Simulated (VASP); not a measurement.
## Zn12BrF23 (a cell with a defect): single point with PBE

The system is Zn12BrF23 (a cell with a defect).

```
Zn Br F
1.0
     4.70294    4.70294    0.00000
    -4.70294    4.70294    0.00000
     0.00000    0.00000    9.39867
Zn Br F
12 1 23
Direct
  0.50000 0.00000 0.16667
  0.50000 0.00000 0.50000
  0.50000 0.00000 0.83333
  0.00000 0.50000 0.16667
  0.00000 0.50000 0.50000
  0.00000 0.50000 0.83333
  0.00000 0.00000 0.00000
  0.00000 0.00000 0.33333
  0.00000 0.00000 0.66667
  0.50000 0.50000 0.00000
  0.50000 0.50000 0.33333
  0.50000 0.50000 0.66667
  0.69686 0.00000 0.00000
  0.69686 0.00000 0.33333
  0.69686 0.00000 0.66667
  0.19686 0.50000 0.00000
  0.19686 0.50000 0.33333
  0.19686 0.50000 0.66667
  0.50000 0.69686 0.16667
  0.50000 0.69686 0.50000
  0.50000 0.69686 0.83333
  0.00000 0.19686 0.16667
  0.00000 0.19686 0.50000
  0.00000 0.19686 0.83333
  0.30314 0.00000 0.00000
  0.30314 0.00000 0.33333
  0.30314 0.00000 0.66667
  0.80314 0.50000 0.00000
  0.80314 0.50000 0.33333
  0.80314 0.50000 0.66667
  0.50000 0.30314 0.16667
  0.50000 0.30314 0.50000
  0.50000 0.30314 0.83333
  0.00000 0.80314 0.16667
  0.00000 0.80314 0.50000
  0.00000 0.80314 0.83333
```

```json
{
 "Program": "VASP 6.6.1",
 "Task": "single point",
 "Functional": "PBE",
 "Potentials or basis": "VASP PAW PBE potentials, release 64 (Zn, Br, F)",
 "Cutoff": "520 eV",
 "k mesh": "3 × 3 × 2",
 "Occupations": "fermi-dirac, width 0.01 eV",
 "Spin": "no spin polarisation",
 "Dipole correction": "no",
 "Further INCAR settings": "LREAL = Auto; ALGO = Normal; EDIFF = 1e-06; NBANDS = 180"
}
```

```json
{
  "Pressure": "14.0 GPa",
  "Largest force": "6.217 eV/Å",
  "Band gap on the k mesh": "3.18 eV"
}
```

Forces in eV/Å, atoms in the order of the input:
```
Zn  -2.394 -2.394  4.362
Zn   0.060  0.060  0.000
Zn  -2.394 -2.394 -4.362
Zn   0.040  0.040  0.058
Zn   0.007  0.007  0.000
Zn   0.040  0.040 -0.058
Zn   4.396  4.396  0.000
Zn  -0.018 -0.018  0.049
Zn  -0.018 -0.018 -0.049
Zn  -0.064 -0.064  0.000
Zn  -0.014 -0.014 -0.031
Zn  -0.014 -0.014  0.031
Br   1.068  1.068  0.000
F    0.058  0.058  0.361
F    0.058  0.058 -0.361
F    0.013  0.013  0.000
F    0.012  0.012  0.021
F    0.012  0.012 -0.021
F    0.187 -0.540  0.290
F   -0.040  0.032  0.000
F    0.187 -0.540 -0.290
F   -0.029  0.489  0.424
F   -0.005  0.023  0.000
F   -0.029  0.489 -0.424
F   -1.137 -1.137  0.000
F    0.059  0.059 -0.144
F    0.059  0.059  0.144
F   -0.012 -0.012  0.000
F   -0.019 -0.019  0.002
F   -0.019 -0.019 -0.002
F   -0.540  0.187  0.290
F    0.032 -0.040  0.000
F   -0.540  0.187 -0.290
F    0.489 -0.029  0.424
F    0.023 -0.005  0.000
F    0.489 -0.029 -0.424
```

Stress tensor (GPa, compression positive):
```
13.37  4.07  0.00
 4.07 13.37  0.00
 0.00  0.00 15.21
```

Levels at points of the mesh, in eV from the valence-band top:
```csv
k point,band 152,band 153,band 154,band 155,band 156,band 157,band 158,band 159,band 160,band 161
"(0.00, 0.00, 0.00)",-0.89,-0.89,-0.39,-0.34,-0.31,3.18,5.91,6.02,6.54,6.73
"(0.00, 0.00, 0.50)",-1.05,-0.77,-0.48,-0.39,-0.36,4.00,4.22,6.73,6.80,6.83
```

Run time: 10 min on 1 thread of Intel(R) Xeon(R) 6975P-C (Granite Rapids) (shared host), peak memory 0.65 GiB.
